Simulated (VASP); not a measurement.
# Cu (C2/c) in VASP: single point with LDA

Aim: the single point of Cu with LDA.

All numbers are computed with VASP 6.6.1; they aren't measurements. Logs are shortened: lines on timing, memory, paths and dates and some standing lists are left out, and cuts for length are marked.

## 1. The cell of the first run

The typed cell holds 2 atoms: a = 2.489 Å, b = 2.489 Å, c = 4.763 Å, α = 105.09°, β = 105.09°, γ = 120.05°.

## 2. Single point, LDA

INCAR

```
SYSTEM = Cu
PREC     = Accurate       ! precision mode
ENCUT    = 520            ! plane-wave cutoff, eV
EDIFF    = 1E-6           ! SCF threshold, eV
ISMEAR   = -1             ! smearing method
SIGMA    = 0.1            ! smearing width, eV
LREAL    = .False.        ! projectors in reciprocal space
LASPH    = .True.         ! aspherical terms in the spheres
NELM     = 60             ! most SCF steps
ALGO     = Normal         ! electronic algorithm
ISIF     = 2              ! what is computed and relaxed
LWAVE    = .False.        ! write WAVECAR
LCHARG   = .False.        ! write CHGCAR
NBANDS   = 18             ! bands
ISYM     = 0
```

KPOINTS

```
regular mesh
0
Gamma
  14 14 10
  0 0 0
```

POSCAR

```
Cu
1.0
   -1.6719164294      1.3774320326      1.2260187265
    1.3774320326     -1.6719164294      1.2260187265
    3.1280172397      3.1280172397     -1.7653674385
Cu
2
Direct
    0.9586702959      0.0413297041      1.0000000000
    0.7913297041      0.2086702959      0.5000000000
```

Potentials or basis: VASP PAW LDA potentials, release 64 (Cu).

On the command line:

```bash
$ cat potpaw_LDA.64/Cu/POTCAR > POTCAR
$ mpirun -np 1 vasp_std > vasp.out
```

OUTCAR:

```text
SYSTEM = Cu
   PREC = Accurate
   ENCUT = 520
   EDIFF = 1E-6
   ISMEAR = -1
   LREAL = .False.
   LASPH = .True.
   NELM = 60
   ISIF = 2
   ISYM = 0

 ion  position               nearest neighbor table
   1  0.959  0.041  0.000-   2 2.49   2 2.49   2 2.49   2 2.49   2 2.49   2 2.49
   2  0.791  0.209  0.500-   1 2.49   1 2.49   1 2.49   1 2.49   1 2.49   1 2.49

IMPORTANT INFORMATION: All symmetrisations will be switched off!
NOSYMM: (Re-)initialisation of all symmetry stuff for point group C_1.

----------------------------------------------------------------------------------------

                                     Primitive cell

  volume of cell :      21.8033

  direct lattice vectors                    reciprocal lattice vectors
    -1.671916429  1.377432033  1.226018726    -0.040519641  0.287419265  0.437476224
     1.377432033 -1.671916429  1.226018726     0.287419265 -0.040519641  0.437476224
     3.128017240  3.128017240 -1.765367438     0.171467739  0.171467739  0.041185809

  length of vectors
     2.489125443  2.489125443  4.762930390     0.525011545  0.525011545  0.245964717

  position of ions in fractional coordinates (direct lattice)
     0.958670296  0.041329704  0.000000000
     0.791329704  0.208670296  0.500000000

  ion indices of the primitive-cell ions
   primitive index   ion index
                 1           1
                 2           2

----------------------------------------------------------------------------------------

 KPOINTS: regular mesh

Automatic generation of k-mesh.
 Grid dimensions read from file:
 generate k-points for:   14   14   10

 Generating k-lattice:

  Cartesian coordinates                     Fractional coordinates (reciprocal lattice)
    -0.002894260  0.020529948  0.031248302     0.071428571  0.000000000  0.000000000
     0.020529948 -0.002894260  0.031248302     0.000000000  0.071428571  0.000000000
     0.017146774  0.017146774  0.004118581     0.000000000  0.000000000  0.100000000

  Length of vectors
     0.037500825  0.037500825  0.024596472

  Shift w.r.t. Gamma in fractional coordinates (k-lattice)
     0.000000000  0.000000000  0.000000000

 Subroutine IBZKPT returns following result:
 ===========================================

 Found    984 irreducible k-points:

 Following reciprocal coordinates:
[... 39 lines left out ...]
   LNONCOLLINEAR =      F non collinear calculations
   LSORBIT =      F    spin-orbit coupling
   LASPH  =      T    aspherical Exc in radial PAW
   ENCUT  =  520.0 eV  38.22 Ry    6.18 a.u.   4.63  4.63  8.86*2*pi/ulx,y,z
   NELM   =     60;   NELMIN=  2; NELMDL= -5     # of ELM steps
   EDIFF  = 0.1E-05   stopping-criterion for ELM
   LREAL  =      F    real-space projection
   EDIFFG = 0.1E-04   stopping-criterion for IOM
   NSW    =      0    number of steps for IOM
   IBRION =     -1    ionic relax: 0-MD 1-quasi-New 2-CG
   NFREE  =      0    steps in history (QN), initial steepest desc. (CG)
   ISIF   =      2    stress and relaxation
   ISYM   =      0    0-nonsym 1-usesym 2-fastsym
   POTIM  = 0.5000    time-step for ionic-motion
   TEBEG  =    0.0;   TEEND  =   0.0 temperature during run
   PSTRESS=    0.0 pullay stress
   NELECT =      22.0000    total number of electrons
   NUPDOWN=      -1.0000    fix difference up-down
   EMIN   =  10.00;   EMAX   =-10.00  energy-range for DOS
   EFERMI =   0.00;   METHOD = LEGACY
   ISMEAR =    -1;   SIGMA  =   0.10  broadening in eV -4-tet -1-fermi 0-gaus
   EFERMI_NEDOS =   21; number of points for ismear=-14 and -15
   IALGO  =     38    algorithm
   IMIX   =      4    mixing-type and parameters
     AMIX     =   0.40;   BMIX     =  1.00
     AMIX_MAG =   1.60;   BMIX_MAG =  1.00
  volume/ion in A,a.u.               =      10.90        73.57
  Fermi-wavevector in a.u.,A,eV,Ry     =   1.642008  3.102944 36.683875  2.696189
  Thomas-Fermi vector in A             =   2.732382
   LORBIT       =      0    0 simple, 1 ext, 2 COOP (PROOUT), +10 PAW based schemes
   GGA     = CA    functional components
   LHFCALC =     F    Hartree Fock is set to
   AEXX    =    0.0000 exact exchange contribution
   IVDW    =     0    specifies the selected vdW correction
   LEPSILON=     F    determine dielectric tensor
   LRPA    =     F    only Hartree local field effects (RPA)
 non-spin polarized calculation
  energy-cutoff  :      520.00
  volume of cell :       21.80
 maximum number of plane-waves:       602
   NGX =  9   NGY =  9   NGZ = 17

 number of electron      21.9999995 magnetization

 Free energy of the ion-electron system (eV)
  ---------------------------------------------------
  ext. energy  EPLUGINS =         0.00000000
  ---------------------------------------------------
  free energy    TOTEN  =        -9.40140777 eV

  energy without entropy =       -9.37667628  energy(sigma->0) =       -9.38904203

 E-fermi :   8.3402     XC(G=0): -13.5772

 val. band max:        8.3397180979   @ k =  -0.0714  -0.2143  -0.0000
 cond. band min:       8.3411683254   @ k =   0.5000   0.4286  -0.3000
 fundamental gap:      0.0014502275
 Fermi energy:         8.3401941065

 k-point     1 :       0.0000    0.0000    0.0000
  band No.  band energies     occupation
      1      -1.5894      2.00000
      2       2.7885      2.00000
      3       5.0438      2.00000
      4       5.1135      2.00000
      5       5.1239      2.00000
      6       5.3525      2.00000
[... 481 lines left out ...]
      5       5.4055      2.00000
      6       5.6911      2.00000
[... 10 lines left out ...]
     17      24.7834      0.00000
     18      27.1068      0.00000

 [... further k-points ...]

------------------------ aborting loop because EDIFF is reached ----------------------------------------

  FORCE on cell =-STRESS in cart. coord.  units (eV):
  Direction    XX          YY          ZZ          XY          YZ          ZX
  --------------------------------------------------------------------------------------
  -------------------------------------------------------------------------------------
  Total        0.1290289      0.1290402      0.1330818     -0.0021704     -0.0029771     -0.0029670
  in kB        9.4814721      9.4823065      9.7792908     -0.1594896     -0.2187705     -0.2180235
  external PRESSURE =       9.5810232 kB  Pullay stress =       0.0000000 kB

 VOLUME and BASIS-vectors are now :
 -----------------------------------------------------------------------------
  energy-cutoff  :      520.00
  volume of cell :       21.80
      direct lattice vectors                 reciprocal lattice vectors
    -1.671916429  1.377432033  1.226018726    -0.040519641  0.287419265  0.437476224
     1.377432033 -1.671916429  1.226018726     0.287419265 -0.040519641  0.437476224
     3.128017240  3.128017240 -1.765367438     0.171467739  0.171467739  0.041185809

 POSITION                                       TOTAL-FORCE (eV/Angst)
 -----------------------------------------------------------------------------------
     -1.54589      1.25140      1.22602        -0.000542      0.000538      0.000003
      0.52840      2.30513      0.34334         0.000542     -0.000538     -0.000003
 -----------------------------------------------------------------------------------
    total drift:                               -0.000004     -0.000003      0.000002

  FREE ENERGIE OF THE ION-ELECTRON SYSTEM (eV)
  ---------------------------------------------------
  free  energy   TOTEN  =        -9.4014077705 eV

  energy  without entropy=       -9.3766762824  energy(sigma->0) =       -9.38904203
```

stdout:

```text
POSCAR found type information on POSCAR Cu
 POSCAR found :  1 types and       2 ions
 scaLAPACK will be used
 LDA part: xc-table for (Slater(with rela. corr.)+CA(PZ))
 , standard interpolation
 POSCAR, INCAR and KPOINTS ok, starting setup
 FFT: planning ... GRIDC
 FFT: planning ... GRID_SOFT
 FFT: planning ... GRID
 WAVECAR not read
 entering main loop
```

Wall time 4.2 min (1 thread of Intel Xeon 6975P-C, shared host); peak memory 0.4 GiB.

What came out:

```
Free energy            : -9.4014 eV
Pressure               : 1.0 GPa
Band gap on the k mesh : zero (band 11 reaches 12.16 eV, above the bottom of band 12 at 6.28 eV)
```
